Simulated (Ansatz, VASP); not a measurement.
## One calculation of MoH4, two programs

Contents of INCAR:

```
PREC     = Accurate       # precision mode
ENCUT    = 520            # plane-wave cutoff, eV
EDIFF    = 1E-6           # SCF threshold, eV
ISMEAR   = 0              # smearing method
SIGMA    = 0.2            # smearing width, eV
LREAL    = F              # projectors in reciprocal space
LASPH    = T              # aspherical terms in the spheres
NELM     = 60             # most SCF steps
ALGO     = Normal         # electronic algorithm
ISIF     = 2              # what is computed and relaxed
LWAVE    = F              # write WAVECAR
LCHARG   = F              # write CHGCAR
GGA      = PE             # functional
NBANDS   = 29             # bands
```

KPOINTS

```
regular mesh
0
Gamma
  8 8 2
```

File POSCAR:

```
MoH4
1.0
    2.7894517068      0.0000000000      0.0000000000
    0.0000000000      2.7894517068      0.0000000000
    0.0000000000      0.0000000000     11.8649299959
H Mo
8 2
Direct
    0.5000000000      0.0000000000      0.1049911448
    0.5000000000      0.0000000000      0.6049911448
    0.0000000000      0.5000000000      0.3950088552
    0.0000000000      0.5000000000      0.8950088552
    0.5000000000      0.0000000000      0.3950088552
    0.5000000000      0.0000000000      0.8950088552
    0.0000000000      0.5000000000      0.1049911448
    0.0000000000      0.5000000000      0.6049911448
    0.0000000000      0.0000000000      0.0000000000
    0.0000000000      0.0000000000      0.5000000000
```

Input for Ansatz:

```yaml
crystal:
  lattice:
    - [2.7894517068, 0.0, 0.0]
    - [0.0, 2.7894517068, 0.0]
    - [0.0, 0.0, 11.8649299959]
  atoms:
    - { symbol: H, position: [0.5, 0.0, 0.1049911448] }
    - { symbol: H, position: [0.5, 0.0, 0.6049911448] }
    - { symbol: H, position: [0.0, 0.5, 0.3950088552] }
    - { symbol: H, position: [0.0, 0.5, 0.8950088552] }
    - { symbol: H, position: [0.5, 0.0, 0.3950088552] }
    - { symbol: H, position: [0.5, 0.0, 0.8950088552] }
    - { symbol: H, position: [0.0, 0.5, 0.1049911448] }
    - { symbol: H, position: [0.0, 0.5, 0.6049911448] }
    - { symbol: Mo, position: [0.0, 0.0, 0.0] }
    - { symbol: Mo, position: [0.0, 0.0, 0.5] }
basis:
  ecutwfc: 420
kpoints:
  mp_grid: { grid: [8, 8, 2] }
hamiltonian:
  xc: pbe
scf:
  occupations: { method: gaussian, width: 0.2 }
  lower_state_search: "off"
output:
  forces: true
  stress: true
  eigenvalues: true
```

Alike in both runs: task single point; functional PBE; k mesh 8 × 8 × 2; occupations gaussian, width 0.2 eV; no spin polarisation.

```csv
,VASP,Ansatz
version,VASP 6.6.1,Ansatz 0.2.0
potentials or method,"VASP PAW PBE potentials, release 64 (H, Mo_sv), cutoff 520 eV","scalar-relativistic, plane waves, PAW"
valence electrons in the cell,36,36
```

```tsv
	VASP	Ansatz	Ansatz less VASP
gap on the k mesh at the Fermi level (eV)	none	none	-
pressure (GPa)	0.1	0.1	+0.02
traceless stress, the component that is largest in VASP (GPa)	0.03	0.06	+0.029
rms of the force components (eV/Å)	0.008	0.005	-0.0034
```

Atom by atom the forces differ by 0.003 eV/Å (rms over components). A gap of «none» marks a metal or a gap that the smearing closes.
